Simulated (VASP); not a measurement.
# CdTe (I-4m2) in VASP: further runs

Runs on CdTe. Level: r2SCAN. Tasks: single point.

Everything below comes from runs of VASP 6.6.1. Logs are shortened: lines on timing, memory, paths and dates and some standing lists are left out, and cuts for length are marked.

### Step 1. The cell of the first run

The structure is tetragonal, space group I-4m2 (No. 119). The conventional cell has a = 4.533 Å, b = 4.533 Å, c = 6.314 Å, α = 90.00°, β = 90.00°, γ = 90.00°. Cd (site symmetry -4m2) has 4 Te at 2.76 Å within 3.6 Å. Te (site symmetry -4m2) has 4 Cd at 2.76 Å within 3.6 Å.

### Step 2. Single point, r2SCAN (strain -0.0150 x Voigt [0, 0, 1, 0, 0, 0])

Input file POSCAR:

```
CdTe
1.0
    0.0000000000      3.2050000000      3.1569250000
    3.2050000000      0.0000000000      3.1569250000
    3.2050000000      3.2050000000      0.0000000000
Cd Te
1 1
Direct
    0.0000000000      0.0000000000      0.0000000000
    0.7500000000      0.7500000000      0.7500000000
```

Input file INCAR.step1:

```
SYSTEM = CdTe
ALGO = Normal
EDIFF = 1E-4
ENCUT = 520
GGA = PE
ISMEAR = 0
LASPH = .True.
LCHARG = .False.
LREAL = .False.
LWAVE = .True.
NBANDS = 16
NELM = 100
PREC = Accurate
SIGMA = 0.05
```

Input file INCAR.step2:

```
SYSTEM = CdTe
ALGO = Normal
EDIFF = 1E-6
ENCUT = 520
ISIF = 2
ISMEAR = 0
ISTART = 1
LASPH = .True.
LCHARG = .True.
LELF = .True.
LMIXTAU = .True.
LREAL = .False.
LVHAR = .True.
LWAVE = .False.
METAGGA = R2SCAN
NBANDS = 16
NELM = 100
PREC = Accurate
SIGMA = 0.05
```

Input file KPOINTS:

```
k-points
0
Gamma
  8 8 8
  0 0 0
```

Potentials or basis: VASP PAW PBE potentials, release 64 (Cd, Te).

Started as:

```bash
> cat potpaw_PBE.64/Cd/POTCAR potpaw_PBE.64/Te/POTCAR > POTCAR
> cp INCAR.step1 INCAR
> mpirun -np 1 vasp_std > vasp.out
> cp INCAR.step2 INCAR
> mpirun -np 1 vasp_std > vasp.out
```

OUTCAR:

```text
SYSTEM = CdTe
   EDIFF = 1E-6
   ENCUT = 520
   ISIF = 2
   ISMEAR = 0
   ISTART = 1
   LASPH = .True.
   LREAL = .False.
   METAGGA = R2SCAN
   NELM = 100
   PREC = Accurate

 ion  position               nearest neighbor table
   1  0.000  0.000  0.000-   2 2.76   2 2.76   2 2.76   2 2.76
   2  0.750  0.750  0.750-   1 2.76   1 2.76   1 2.76   1 2.76

  LATTYP: Found a body centered tetragonal cell.
 ALAT       =     4.5325544674
 C/A-ratio  =     1.3930003589

  Lattice vectors:

 A1 = (   0.0000000000,  -3.2050000000,  -3.1569250000)
 A2 = (   0.0000000000,   3.2050000000,  -3.1569250000)
 A3 = (   3.2050000000,   0.0000000000,   3.1569250000)

Analysis of symmetry for initial positions (statically):
=====================================================================
 Subroutine PRICEL returns:
 Original cell was already a primitive cell.

 Routine SETGRP: Setting up the symmetry group for a
 body centered tetragonal supercell.

 Subroutine GETGRP returns: Found  8 space group operations
 (whereof  8 operations were pure point group operations)
 out of a pool of 16 trial point group operations.

The static configuration has the point symmetry D_2d.

Analysis of symmetry for dynamics (positions and initial velocities):
=====================================================================
 Subroutine PRICEL returns:
 Original cell was already a primitive cell.

 Routine SETGRP: Setting up the symmetry group for a
 body centered tetragonal supercell.

 Subroutine GETGRP returns: Found  8 space group operations
 (whereof  8 operations were pure point group operations)
 out of a pool of 16 trial point group operations.

The dynamic configuration has the point symmetry D_2d.

 Subroutine INISYM returns: Found  8 space group operations
 (whereof  8 operations are pure point group operations),
 and found     1 'primitive' translations

----------------------------------------------------------------------------------------

                                     Primitive cell

  volume of cell :      64.8560

  direct lattice vectors                    reciprocal lattice vectors
     0.000000000  3.205000000  3.156925000    -0.156006240  0.156006240  0.158381970
     3.205000000  0.000000000  3.156925000     0.156006240 -0.156006240  0.158381970
     3.205000000  3.205000000  0.000000000     0.156006240  0.156006240 -0.158381970

  length of vectors
     4.498688748  4.498688748  4.532554467     0.271589290  0.271589290  0.271589290

  position of ions in fractional coordinates (direct lattice)
     0.000000000  0.000000000  0.000000000
     0.750000000  0.750000000  0.750000000

  ion indices of the primitive-cell ions
   primitive index   ion index
                 1           1
                 2           2

----------------------------------------------------------------------------------------

 KPOINTS: k-points

Automatic generation of k-mesh.
 Grid dimensions read from file:
 generate k-points for:    8    8    8

 Generating k-lattice:

  Cartesian coordinates                     Fractional coordinates (reciprocal lattice)
    -0.019500780  0.019500780  0.019797746     0.125000000  0.000000000  0.000000000
     0.019500780 -0.019500780  0.019797746     0.000000000  0.125000000  0.000000000
     0.019500780  0.019500780 -0.019797746     0.000000000  0.000000000  0.125000000

  Length of vectors
     0.033948661  0.033948661  0.033948661

  Shift w.r.t. Gamma in fractional coordinates (k-lattice)
     0.000000000  0.000000000  0.000000000

 Subroutine IBZKPT returns following result:
 ===========================================

 Found     59 irreducible k-points:

 Following reciprocal coordinates:
            Coordinates               Weight
  0.000000  0.000000  0.000000      1.000000
  0.125000  0.000000  0.000000      8.000000
  0.250000  0.000000  0.000000      8.000000
  0.375000  0.000000  0.000000      8.000000
  0.500000  0.000000  0.000000      4.000000
  0.125000  0.125000  0.000000      2.000000
[... 16 lines left out ...]
  0.250000  0.000000  0.125000     16.000000
  0.375000  0.000000  0.125000     16.000000
 [... further k-points ...]
   k-points           NKPTS =     59   k-points in BZ     NKDIM =     59   number of bands    NBANDS=     16
   number of dos      NEDOS =    301   number of ions     NIONS =      2
   total plane-waves  NPLWV =  46656
   dimension x,y,z NGX =    36 NGY =   36 NGZ =   36
   dimension x,y,z NGXF=    72 NGYF=   72 NGZF=   72
   ions per type =               1   1
   NGX,Y,Z   is equivalent  to a cutoff of  13.30, 13.30, 13.20 a.u.
   NGXF,Y,Z  is equivalent  to a cutoff of  26.61, 26.61, 26.41 a.u.
 SYSTEM =  CdTe
   PREC   = accura    normal or accurate (medium, high low for compatibility)
   ISTART =      1    job   : 0-new  1-cont  2-samecut
   ICHARG =      0    charge: 1-file 2-atom 10-const
   ISPIN  =      1    spin polarized calculation?
   LNONCOLLINEAR =      F non collinear calculations
   LSORBIT =      F    spin-orbit coupling
   LASPH  =      T    aspherical Exc in radial PAW
   ENCUT  =  520.0 eV  38.22 Ry    6.18 a.u.   8.36  8.36  8.43*2*pi/ulx,y,z
   NELM   =    100;   NELMIN=  2; NELMDL=  0     # of ELM steps
   EDIFF  = 0.1E-05   stopping-criterion for ELM
   LREAL  =      F    real-space projection
   EDIFFG = 0.1E-04   stopping-criterion for IOM
   NSW    =      0    number of steps for IOM
   IBRION =     -1    ionic relax: 0-MD 1-quasi-New 2-CG
   NFREE  =      0    steps in history (QN), initial steepest desc. (CG)
   ISIF   =      2    stress and relaxation
   ISYM   =      2    0-nonsym 1-usesym 2-fastsym
   POTIM  = 0.5000    time-step for ionic-motion
   TEBEG  =    0.0;   TEEND  =   0.0 temperature during run
   PSTRESS=    0.0 pullay stress
   NELECT =      18.0000    total number of electrons
   NUPDOWN=      -1.0000    fix difference up-down
   EMIN   =  10.00;   EMAX   =-10.00  energy-range for DOS
   EFERMI =   0.00;   METHOD = LEGACY
   ISMEAR =     0;   SIGMA  =   0.05  broadening in eV -4-tet -1-fermi 0-gaus
   EFERMI_NEDOS =   21; number of points for ismear=-14 and -15
   IALGO  =     38    algorithm
   IMIX   =      4    mixing-type and parameters
     AMIX     =   0.40;   BMIX     =  1.00
     AMIX_MAG =   1.60;   BMIX_MAG =  1.00
  volume/ion in A,a.u.               =      32.43       218.84
  Fermi-wavevector in a.u.,A,eV,Ry     =   1.067863  2.017969 15.515152  1.140331
  Thomas-Fermi vector in A             =   2.203493
   LORBIT       =      0    0 simple, 1 ext, 2 COOP (PROOUT), +10 PAW based schemes
   METAGGA = R2SCAN    functional components
   LHFCALC =     F    Hartree Fock is set to
   AEXX    =    0.0000 exact exchange contribution
   IVDW    =     0    specifies the selected vdW correction
   LEPSILON=     F    determine dielectric tensor
   LRPA    =     F    only Hartree local field effects (RPA)
 non-spin polarized calculation
 Gauss-broadening in eV      SIGMA  =   0.05
  energy-cutoff  :      520.00
  volume of cell :       64.86
 maximum number of plane-waves:      1783
 NGX is ok and might be reduce to    36
   NGX = 17   NGY = 17   NGZ = 17

 number of electron      17.9999998 magnetization

 Free energy of the ion-electron system (eV)
  ---------------------------------------------------
  ext. energy  EPLUGINS =         0.00000000
  ---------------------------------------------------
  free energy    TOTEN  =       -46.57389073 eV

  energy without entropy =      -46.57389073  energy(sigma->0) =      -46.57389073

 E-fermi :   2.7980     XC(G=0):  -9.3316

 val. band max:        2.5928165319   @ k =   0.0000   0.0000   0.0000
 cond. band min:       3.9912656610   @ k =   0.0000   0.0000   0.0000
 fundamental gap:      1.3984491291
 Fermi energy:         2.7979543485

 k-point     1 :       0.0000    0.0000    0.0000
  band No.  band energies     occupation
      1      -9.2721      2.00000
      2      -6.1832      2.00000
      3      -6.1832      2.00000
      4      -6.1794      2.00000
      5      -5.8576      2.00000
      6      -5.8546      2.00000
[... 8 lines left out ...]
     15      12.3601      0.00000
     16      12.5723      0.00000

 k-point     2 :       0.1250    0.0000    0.0000
  band No.  band energies     occupation
      1      -9.2047      2.00000
      2      -6.1697      2.00000
      3      -6.1672      2.00000
      4      -6.1300      2.00000
      5      -5.8584      2.00000
      6      -5.8560      2.00000
[... 8 lines left out ...]
     15      11.6178      0.00000
     16      11.7643      0.00000

 k-point     3 :       0.2500    0.0000    0.0000
  band No.  band energies     occupation
      1      -9.0411      2.00000
      2      -6.1397      2.00000
      3      -6.1365      2.00000
      4      -5.9522      2.00000
      5      -5.8569      2.00000
      6      -5.8561      2.00000
[... 8 lines left out ...]
     15      11.4678      0.00000
     16      11.5430      0.00000

 k-point     4 :       0.3750    0.0000    0.0000
  band No.  band energies     occupation
      1      -8.8793      2.00000
      2      -6.1146      2.00000
      3      -6.1103      2.00000
      4      -5.8516      2.00000
      5      -5.8494      2.00000
      6      -5.6439      2.00000
[... 8 lines left out ...]
     15      12.3860      0.00000
     16      12.4300      0.00000
[... 324 lines left out ...]
 k-point    22 :       0.1250    0.0000    0.1250
  band No.  band energies     occupation
      1      -9.1830      2.00000
      2      -6.1572      2.00000
      3      -6.1523      2.00000
      4      -6.1317      2.00000
      5      -5.8649      2.00000
      6      -5.8501      2.00000
[... 8 lines left out ...]
     15      11.7495      0.00000
     16      12.6521      0.00000

 k-point    23 :       0.2500    0.0000    0.1250
  band No.  band energies     occupation
      1      -9.0521      2.00000
      2      -6.1338      2.00000
      3      -6.1223      2.00000
      4      -6.0063      2.00000
      5      -5.8624      2.00000
      6      -5.8458      2.00000
[... 8 lines left out ...]
     15      12.3757      0.00000
     16      12.5696      0.00000

 k-point    24 :       0.3750    0.0000    0.1250
  band No.  band energies     occupation
      1      -8.8906      2.00000
      2      -6.1097      2.00000
      3      -6.0938      2.00000
      4      -5.8852      2.00000
      5      -5.8427      2.00000
      6      -5.7016      2.00000
[... 8 lines left out ...]
     15      12.3340      0.00000
     16      12.9917      0.00000

 [... further k-points ...]
[... 5 lines left out ...]
  --------------------------------------------------------------------------------------
  -------------------------------------------------------------------------------------
  Total        1.6869355      1.6869355      1.7660747      0.0000000      0.0000000     -0.0000000
  in kB       41.6733809     41.6733809     43.6284044      0.0000000      0.0000000     -0.0000000
  external PRESSURE =      42.3250554 kB  Pullay stress =       0.0000000 kB

 VOLUME and BASIS-vectors are now :
 -----------------------------------------------------------------------------
  energy-cutoff  :      520.00
  volume of cell :       64.86
      direct lattice vectors                 reciprocal lattice vectors
     0.000000000  3.205000000  3.156925000    -0.156006240  0.156006240  0.158381970
     3.205000000  0.000000000  3.156925000     0.156006240 -0.156006240  0.158381970
     3.205000000  3.205000000  0.000000000     0.156006240  0.156006240 -0.158381970

 POSITION                                       TOTAL-FORCE (eV/Angst)
 -----------------------------------------------------------------------------------
      0.00000      0.00000      0.00000        -0.000000     -0.000000      0.000000
      4.80750      4.80750      4.73539         0.000000      0.000000     -0.000000
 -----------------------------------------------------------------------------------
    total drift:                                0.000002      0.000002      0.000002

  FREE ENERGIE OF THE ION-ELECTRON SYSTEM (eV)
  ---------------------------------------------------
  free  energy   TOTEN  =       -46.5738907313 eV

  energy  without entropy=      -46.5738907313  energy(sigma->0) =      -46.57389073
```

It took 2.7 min on 1 thread of Intel Xeon 6975P-C, shared host; peak memory 0.26 GiB.

What came out:

- Free energy: -46.5739 eV
- Pressure: 4.2 GPa
- Band gap on the k mesh: 1.40 eV, direct

Levels at points of the mesh, in eV from the valence-band top:
| k point | band 6 | band 7 | band 8 | band 9 | band 10 | band 11 | band 12 | band 13 |
| --- | --- | --- | --- | --- | --- | --- | --- | --- |
| (0.00, 0.00, 0.00) | -8.45 | -0.05 | -0.05 | 0.00 | 1.40 | 4.95 | 4.96 | 4.96 |
| (0.50, 0.00, 0.00) | -8.03 | -4.83 | -0.94 | -0.86 | 2.25 | 5.47 | 5.58 | 7.42 |
| (0.50, 0.50, 0.00) | -7.84 | -4.59 | -2.17 | -2.17 | 2.69 | 2.85 | 9.81 | 10.03 |
| (0.50, 0.00, 0.50) | -7.87 | -4.67 | -2.11 | -2.09 | 2.76 | 2.97 | 9.69 | 9.97 |

Caveat: the cell differs from its parent crystal (strain -0.0150 x Voigt [0, 0, 1, 0, 0, 0]); the PAW data sets were made with another functional, which shifts forces and pressure a little; spin-orbit coupling is left out, which moves the levels of the heavy elements.

### Step 3. Single point, r2SCAN (strain +0.0150 x Voigt [0, 0, 1, 0, 0, 0])

Input file POSCAR:

```
CdTe
1.0
    0.0000000000      3.2050000000      3.2530750000
    3.2050000000      0.0000000000      3.2530750000
    3.2050000000      3.2050000000      0.0000000000
Cd Te
1 1
Direct
    0.0000000000      0.0000000000      0.0000000000
    0.7500000000      0.7500000000      0.7500000000
```

Input file INCAR.step1:

```
SYSTEM = CdTe
ALGO = Normal
EDIFF = 1E-4
ENCUT = 520
GGA = PE
ISMEAR = 0
LASPH = .TRUE.
LCHARG = .FALSE.
LREAL = .FALSE.
LWAVE = .TRUE.
NBANDS = 16
NELM = 80
PREC = Accurate
SIGMA = 0.05
```

Input file INCAR.step2:

```
SYSTEM = CdTe
ALGO = Normal
EDIFF = 1E-6
ENCUT = 520
ISIF = 2
ISMEAR = 0
ISTART = 1
LASPH = .TRUE.
LCHARG = .FALSE.
LMIXTAU = .TRUE.
LREAL = .FALSE.
LWAVE = .FALSE.
METAGGA = R2SCAN
NBANDS = 16
NELM = 80
PREC = Accurate
SIGMA = 0.05
```

Input file KPOINTS:

```
k-points
0
G
  8 8 8
  0 0 0
```

Potentials or basis: VASP PAW PBE potentials, release 64 (Cd, Te).

Started as:

```bash
> cat potpaw_PBE.64/Cd/POTCAR potpaw_PBE.64/Te/POTCAR > POTCAR
> cp INCAR.step1 INCAR
> mpirun -np 1 vasp_std > vasp.out
> cp INCAR.step2 INCAR
> mpirun -np 1 vasp_std > vasp.out
```

Run time: 2.4 min. Hardware: 1 thread of Intel Xeon 6975P-C, shared host; peak memory 0.26 GiB.

Results (log left out):

```yaml
Free_energy: -46.6155 eV
Pressure: 2.6 GPa
Band_gap_on_the_k_mesh: 1.32 eV, direct
```

Stress tensor (GPa, compression positive):
```
2.65 0.00 0.00
0.00 2.65 0.00
0.00 0.00 2.42
```

Levels at points of the mesh, in eV from the valence-band top:
```
           k point  band 5  band 6  band 7  band 8  band 9  band 10  band 11  band 12  band 13  band 14
(0.00, 0.00, 0.00)   -8.34   -8.34   -0.05    0.00    0.00     1.32     5.00     5.00     5.00     7.95
(0.50, 0.00, 0.00)   -8.33   -7.95   -4.63   -0.88   -0.80     2.24     5.51     5.61     7.42     9.30
(0.50, 0.50, 0.00)   -8.31   -7.81   -4.52   -1.95   -1.95     2.87     3.04     9.48     9.90     9.90
(0.50, 0.00, 0.50)   -8.31   -7.79   -4.44   -2.03   -2.00     2.80     2.92     9.60     9.83     9.94
```

Caveat: the cell differs from its parent crystal (strain +0.0150 x Voigt [0, 0, 1, 0, 0, 0]); the PAW data sets were made with another functional, which shifts forces and pressure a little; spin-orbit coupling is left out, which moves the levels of the heavy elements.
